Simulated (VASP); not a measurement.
A run of VASP 6.6.1 is set up as follows.

The input INCAR:

```
SYSTEM = Si
ALGO = Normal
EDIFF = 1E-6
ENCUT = 520
GGA = CA
ISIF = 2
ISMEAR = -1
LASPH = .True.
LCHARG = .False.
LREAL = .False.
LWAVE = .False.
NBANDS = 11
NELM = 100
PREC = Accurate
SIGMA = 0.1
```

The input KPOINTS:

```
k-points
0
Gamma
  15 15 8
  0 0 0
```

File POSCAR:

```
Si
1.0
    2.5925769574      0.0000000000      0.0000000000
   -1.2962884787      2.2452375064      0.0000000000
    0.0000000000      0.0000000000      4.3731805783
Si
2
Direct
    0.3333333333      0.6666666667      0.2500000000
    0.6666666667      0.3333333333      0.7500000000
```

Potentials or basis: VASP PAW LDA potentials, release 64 (Si).

The run is started by

```bash
$ cat potpaw_LDA.64/Si/POTCAR > POTCAR
$ mpirun -np 1 vasp_std > vasp.out
```

Predict the pressure.

9.2 GPa.

Predict the band gap on the k mesh.

zero (band 4 reaches 21.57 eV, above the bottom of band 5 at 7.84 eV).

Stress tensor (GPa, compression positive):
```
8.85 0.00 0.00
0.00 8.85 0.00
0.00 0.00 9.99
```
